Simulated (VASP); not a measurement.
Write the native input for VASP 6.6.1 that does the following.

| Item | Value |
| --- | --- |
| Task | single point |
| Functional | LDA |
| Potentials or basis | VASP PAW LDA potentials, release 64 (Ti_sv, Si) |
| Cutoff | 520 eV |
| k mesh | 8 × 8 × 8 |
| Occupations | fermi-dirac, width 0.1 eV |
| Spin | no spin polarisation |
| Dipole correction | no |
| Further INCAR settings | ALGO = Normal; EDIFF = 1e-06; NBANDS = 28 |

The structure of Ti3Si lies in POSCAR:

```
Ti3Si
1.0
    0.0000000000      3.0608797301      3.0608797301
    3.0608797301      0.0000000000      3.0608797301
    3.0608797301      3.0608797301      0.0000000000
Ti Si
3 1
Direct
    0.7500000000      0.7500000000      0.7500000000
    0.2500000000      0.2500000000      0.2500000000
    0.0000000000      0.0000000000      0.0000000000
    0.5000000000      0.5000000000      0.5000000000
```

One way to write it, as run:

INCAR

```
SYSTEM = Ti3Si
ALGO     = Normal         ! electronic algorithm
EDIFF    = 1E-6           ! SCF threshold, eV
ENCUT    = 520            ! plane-wave cutoff, eV
GGA      = CA             ! functional
ISIF     = 2              ! what is computed and relaxed
ISMEAR   = -1             ! smearing method
LASPH    = .TRUE.         ! aspherical terms in the spheres
LCHARG   = .TRUE.         ! write CHGCAR
LELF     = .TRUE.         ! ELF
LREAL    = .FALSE.        ! projectors in reciprocal space
LVHAR    = .TRUE.       
LWAVE    = .FALSE.        ! write WAVECAR
NBANDS   = 28             ! bands
NELM     = 100            ! most SCF steps
PREC     = Accurate       ! precision mode
SIGMA    = 0.1            ! smearing width, eV
```

KPOINTS

```
k-points
0
G
  8 8 8
  0 0 0
```

Potentials or basis: VASP PAW LDA potentials, release 64 (Ti_sv, Si).

The run is started by

```sh
$ cat potpaw_LDA.64/Ti_sv/POTCAR potpaw_LDA.64/Si/POTCAR > POTCAR
$ mpirun -np 1 vasp_std > vasp.out
```

Results of the run:

| Property | Result |
| --- | --- |
| Pressure | 2.1 GPa |
| Band gap on the k mesh | zero (bands 20 and 21 overlap by 0.51 eV) |

Wall time 52 s on 1 thread of Intel Xeon 8259CL (shared host), peak memory 0.18 GiB.
